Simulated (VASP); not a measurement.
Here is a VASP 6.6.1 calculation.

Contents of INCAR:

```
ALGO     = Normal         # electronic algorithm
EDIFF    = 1E-7           # SCF threshold, eV
EDIFFG   = -0.03          # ionic threshold
ENCUT    = 500            # plane-wave cutoff, eV
GGA      = CA             # functional
GGA_COMPAT= F            
IBRION   = 2              # ionic algorithm
ISIF     = 3              # what is computed and relaxed
ISMEAR   = 0              # smearing method
KPAR     = 4            
LASPH    = T              # aspherical terms in the spheres
LCHARG   = F              # write CHGCAR
LMAXMIX  = 4              # l up to which the mixer works
LNONCOLLINEAR= T              # non-collinear magnetism
LORBIT   = 11             # projections on sites
LORBMOM  = T            
LREAL    = F              # projectors in reciprocal space
LSORBIT  = T              # spin-orbit coupling
LWAVE    = F              # write WAVECAR
MAGMOM   = 2 0 0 2 0 0 2 0 0 0 0 0 0 0 0 0 0 0 # initial moments
NELM     = 200            # most SCF steps
NELMIN   = 4            
NSW      = 100            # ionic steps
PREC     = Accurate       # precision mode
SIGMA    = 0.0218         # smearing width, eV
```

File KPOINTS:

```
k-points
0
Gamma
  4 4 7
```

Contents of POSCAR:

```
B2HRu3
1.0
    4.9603336300      0.0000000000      0.0000000000
   -2.4801663100      4.2957757400      0.0000000000
    0.0000000000      0.0000000000      2.7547439900
Ru B H
3 2 1
Direct
    0.5000000000      0.0000000000      0.5000000000
    0.5000000000      0.5000000000      0.5000000000
    0.0000000000      0.5000000000      0.5000000000
    0.3333000000      0.6667000000      0.0000000000
    0.6666000000      0.3333000000      0.0000000000
    0.0000000000      0.0000000000      0.0000000000
```

Potentials or basis: VASP PAW LDA potentials, release 64 (Ru_pv, B, H).

The run is started by

```sh
$ cat potpaw_LDA.64/Ru_pv/POTCAR potpaw_LDA.64/B/POTCAR potpaw_LDA.64/H/POTCAR > POTCAR
$ mpirun -np 4 vasp_ncl > vasp.out
```

Task: What does it give for the relaxed cell?

Result: a = 5.460 Å, b = 5.461 Å, c = 2.787 Å, α = 90.00°, β = 90.00°, γ = 119.99°.

Task: Estimate the net moment.

Result: 0.19 μB per cell.

Task: Estimate the space group after relaxing (to 0.1 Å).

Result: P6/mmm (No. 191).

Forces on the atoms (eV/Å):
```
Ru   0.002  0.000  0.000
Ru   0.000  0.001  0.000
Ru   0.000 -0.001  0.000
B   -0.001  0.003  0.000
B   -0.001 -0.003  0.000
H   -0.001  0.000  0.000
```

Caveat: the k points lie up to 0.33 Å⁻¹ apart in the final cell.
